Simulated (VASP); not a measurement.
Here is a VASP 6.6.1 calculation.

The input INCAR:

```
SYSTEM = HfAl3N4
PREC = Accurate
ENCUT = 600
EDIFF = 1E-6
ISMEAR = 0
SIGMA = 0.1
LREAL = .FALSE.
LASPH = .TRUE.
NELM = 120
ALGO = Normal
ISIF = 2
LWAVE = .FALSE.
LCHARG = .FALSE.
GGA = PE
NBANDS = 30
GGA_COMPAT = .FALSE.
```

Contents of KPOINTS:

```
regular mesh
0
G
  6 6 2
  0 0 0
```

File POSCAR:

```
HfAl3N4
1.0
    3.3636118700      0.0000000000      0.0000000000
    0.0000000000      3.3636118700      0.0000000000
    0.0000000000      0.0000000000      9.5137310500
Hf Al N
1 3 4
Direct
    0.5000000000      0.5000000000      0.5000000000
    0.0000000000      0.0000000000      0.7500000000
    0.5000000000      0.5000000000      0.0000000000
    0.0000000000      0.0000000000      0.2500000000
    0.0000000000      0.0000000000      0.0000000000
    0.5000000000      0.5000000000      0.2500000000
    0.0000000000      0.0000000000      0.5000000000
    0.5000000000      0.5000000000      0.7500000000
```

Potentials or basis: VASP PAW PBE potentials, release 64 (Hf_pv, Al, N).

Launch:

```sh
$ cat potpaw_PBE.64/Hf_pv/POTCAR potpaw_PBE.64/Al/POTCAR potpaw_PBE.64/N/POTCAR > POTCAR
$ mpirun -np 1 vasp_std > vasp.out
```

Problem. Predict the pressure.

Solution. -36.8 GPa.

Problem. Predict the largest force.

Solution. 0.834 eV/Å.

Forces on the atoms (eV/Å):
```
Hf   0.000  0.000  0.000
Al   0.000  0.000  0.834
Al   0.000  0.000  0.000
Al   0.000  0.000 -0.834
N    0.000  0.000  0.000
N    0.000  0.000  0.280
N    0.000  0.000  0.000
N    0.000  0.000 -0.280
```
